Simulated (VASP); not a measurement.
Write the native input for VASP 6.6.1 that does the following.

```yaml
Task: single point
Functional: PBEsol
Potentials_or_basis: VASP PAW PBE potentials, release 64 (Ta_pv, W_sv)
Cutoff: 400 eV
k_mesh: 9 × 9 × 1
Occupations: gaussian, width 0.1 eV
Spin: collinear spin, ferromagnetic start
Starting_moments: "[0.0, 0.0, 0.0, 0.0, 0.0, 4.0] μB"
Dipole_correction: yes
Further_INCAR_settings: ALGO = Normal; EDIFF = 1e-06; NBANDS = 48; NELMDL = -8
```

The structure of Ta5W lies in POSCAR:

```
Ta5W
1.0
    3.2805195243      0.0000000000      0.0000000000
    0.0000000000      3.2805195243      0.0000000000
    0.0000000000      0.0000000000     25.5610390486
Ta W
5 1
Direct
    0.5000000000      0.5000000000      0.3325373427
    0.0000000000      0.0000000000      0.3967076512
    0.5000000000      0.5000000000      0.4583002638
    0.0000000000      0.0000000000      0.5244698661
    0.5000000000      0.5000000000      0.5897657750
    0.0000000000      0.0000000000      0.6404396093
```

One way to write it, as run:

INCAR

```
PREC = Accurate
ENCUT = 400
EDIFF = 1E-6
ISMEAR = 0
SIGMA = 0.1
LREAL = False
LASPH = True
NELM = 200
ALGO = Normal
ISIF = 2
LWAVE = False
LCHARG = False
ISPIN = 2
MAGMOM = 0 0 0 0 0 4
LORBIT = 11
LMAXMIX = 4
LDIPOL = True
IDIPOL = 3
DIPOL = 0.5 0.5 0.490
GGA = PS
NBANDS = 48
GGA_COMPAT = False
NELMDL = -8
```

KPOINTS

```
regular mesh
0
Gamma
  9 9 1
```

Potentials or basis: VASP PAW PBE potentials, release 64 (Ta_pv, W_sv).

Run with:

```sh
$ cat potpaw_PBE.64/Ta_pv/POTCAR potpaw_PBE.64/W_sv/POTCAR > POTCAR
$ mpirun -np 1 vasp_std > vasp.out
```

It gave:

The largest force is 1.275 eV/Å, the net moment is 0.00 μB per cell and the valence electrons inside the program's atomic spheres are Ta 8.72, 8.99, 8.98, 8.92, 9.11; W 12.03.

Caveat: the PAW data sets were made with another functional, which shifts forces and pressure a little.

Run time: 8.1 min on 1 thread of Intel(R) Xeon(R) 6975P-C (Granite Rapids) (shared host), peak memory 0.46 GiB.
